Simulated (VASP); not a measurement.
Crystal: CaMg.

```
Ca Mg
1.0
     3.96614    0.00000    0.00000
     0.00000    3.96614    0.00000
     0.00000    0.00000    3.96614
Ca Mg
1 1
Direct
  0.00000 0.00000 0.00000
  0.50000 0.50000 0.50000
```

- Program: VASP 6.6.1
- Task: relaxation of cell and atoms
- Functional: PBEsol
- Potentials or basis: VASP PAW PBE potentials, release 64 (Ca_sv, Mg)
- Cutoff: 600 eV
- k mesh: 10 × 10 × 10
- Occupations: fermi-dirac, width 0.02 eV
- Spin: no spin polarisation

At the start: pressure -0.8 GPa; volume 31.19 Å³/atom.

How do energy, volume and symmetry change on relaxing?

Over 3 steps the energy falls by 2.4 meV/atom and the volume is 30.23 Å³/atom (-3.1 %); space group Pm-3m (No. 221, to 0.05 Å).

The path:
| step | energy change (eV) | largest force (eV/Å) | pressure (GPa) | volume (Å³) |
| --- | --- | --- | --- | --- |
| 1 | 0.0000 | 0.0000 | -0.78 | 62.39 |
| 2 | -0.0044 | 0.0000 | -0.24 | 61.02 |
| 3 | -0.0048 | 0.0000 | -0.01 | 60.47 |

Final structure:
```cif
data_structure
_symmetry_space_group_name_H-M 'P 1'
_symmetry_Int_Tables_number 1
_cell_length_a 3.9250
_cell_length_b 3.9250
_cell_length_c 3.9250
_cell_angle_alpha 90.000
_cell_angle_beta 90.000
_cell_angle_gamma 90.000
_cell_volume 60.47
loop_
_atom_site_label
_atom_site_type_symbol
_atom_site_fract_x
_atom_site_fract_y
_atom_site_fract_z
_atom_site_occupancy
Ca1 Ca 0.00000 0.00000 0.00000 1
Mg1 Mg 0.50000 0.50000 0.50000 1
```

Caveat: the PAW data sets were made with another functional, which shifts forces and pressure a little.
